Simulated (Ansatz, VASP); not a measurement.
**Two plane-wave programs on BaTiO3**

File POSCAR:

```
BaTiO3
1.0
    3.7636721791      0.0000000000      0.0000000000
    0.0000000000      2.6613181200      2.6613181200
    0.0000000000     -2.6613181200      2.6613181200
Ba Ti O
1 1 3
Direct
    0.0000000000     -0.0040200000     -0.0040200000
    0.5000000000      0.4959800000      0.4959800000
    0.5000000000      0.9959800000      0.4959800000
    0.5000000000      0.4959800000      0.9959800000
    0.0000000000      0.4959800000      0.4959800000
```

INCAR.step1

```
SYSTEM = BaTiO3
  PREC = Accurate
  ENCUT = 910
  ISMEAR = 0
  SIGMA = 0.02
  LREAL = .FALSE.
  LASPH = .TRUE.
  NELM = 200
  LMAXMIX = 4
  LDAU = .TRUE.
  LDAUTYPE = 2
  LDAUL = -1 2 -1
  LDAUU = 0 4 0
  LDAUJ = 0 0 0
  NBANDS = 28
  GGA = PE
  ALGO = Normal
  EDIFF = 1E-5
  LWAVE = .TRUE.
  LCHARG = .FALSE.
  GGA_COMPAT = .FALSE.
```

File INCAR.step2:

```
SYSTEM = BaTiO3
  PREC = Accurate
  ENCUT = 910
  EDIFF = 1E-6
  ISMEAR = 0
  SIGMA = 0.02
  LREAL = .FALSE.
  LASPH = .TRUE.
  NELM = 200
  ALGO = Normal
  ISIF = 2
  LWAVE = .FALSE.
  LCHARG = .FALSE.
  LMAXMIX = 4
  LDAU = .TRUE.
  LDAUTYPE = 2
  LDAUL = -1 2 -1
  LDAUU = 0 4 0
  LDAUJ = 0 0 0
  LDAUPRINT = 1
  METAGGA = R2SCAN
  LMIXTAU = .TRUE.
  NBANDS = 28
  ISTART = 1
  GGA_COMPAT = .FALSE.
```

Contents of KPOINTS:

```
Automatic mesh
0
G
  6 6 6
  0 0 0
```

Input for Ansatz:

```yaml
crystal:
  lattice:
    - [3.7636721791, 0.0, 0.0]
    - [0.0, 2.66131812, 2.66131812]
    - [0.0, -2.66131812, 2.66131812]
  atoms:
    - { symbol: Ba, position: [0.0, -0.00402, -0.00402] }
    - { symbol: Ti, position: [0.5, 0.49598, 0.49598] }
    - { symbol: O, position: [0.5, 0.99598, 0.49598] }
    - { symbol: O, position: [0.5, 0.49598, 0.99598] }
    - { symbol: O, position: [0.0, 0.49598, 0.49598] }
basis:
  ecutwfc: 500
kpoints:
  mp_grid: { grid: [6, 6, 6] }
  band_path: { path: [VBM, CBM], npoints: 2 }
hamiltonian:
  xc: r2scan
  hubbard: { sites: [{ species: Ti, l: d, u_eff: 4.0 }] }
scf:
  occupations: { method: gaussian, width: 0.02 }
output:
  forces: true
  stress: true
  eigenvalues: true
checkpoint:
  read: start.run
  write: ck
  compress: false
  write_wavefunctions: false
  write_every: 100000
```

Alike in both runs: task single point; functional r2SCAN; k mesh 6 × 6 × 6; occupations gaussian, width 0.02 eV; no spin polarisation; Hubbard terms Ti d U = 4.0 eV.

|  | VASP | Ansatz |
| --- | --- | --- |
| version | VASP 6.6.1 | Ansatz 0.2.0 |
| potentials or method | VASP PAW PBE potentials, release 64 (Ba_sv, Ti_sv, O_h), cutoff 910 eV | scalar-relativistic, plane waves, PAW |
| valence electrons in the cell | 40 | 40 |

VASP gave:

| Property | Result |
| --- | --- |
| gap on the k mesh at the Fermi level (eV) | 3.09 |
| least direct gap on the mesh (eV) | 3.09 |

Q: Which values does Ansatz return?

A: gap on the k mesh at the Fermi level (eV): 3.06; least direct gap on the mesh (eV): 3.06.

VASP's potentials were made for PBE, not for r2SCAN. The programs project onto different local orbitals, so the same U acts differently, and such runs can settle in different states.

Spin-orbit coupling is off throughout. Noted on VASP's run: the cutoff is short for stress, so the pressure is rough.
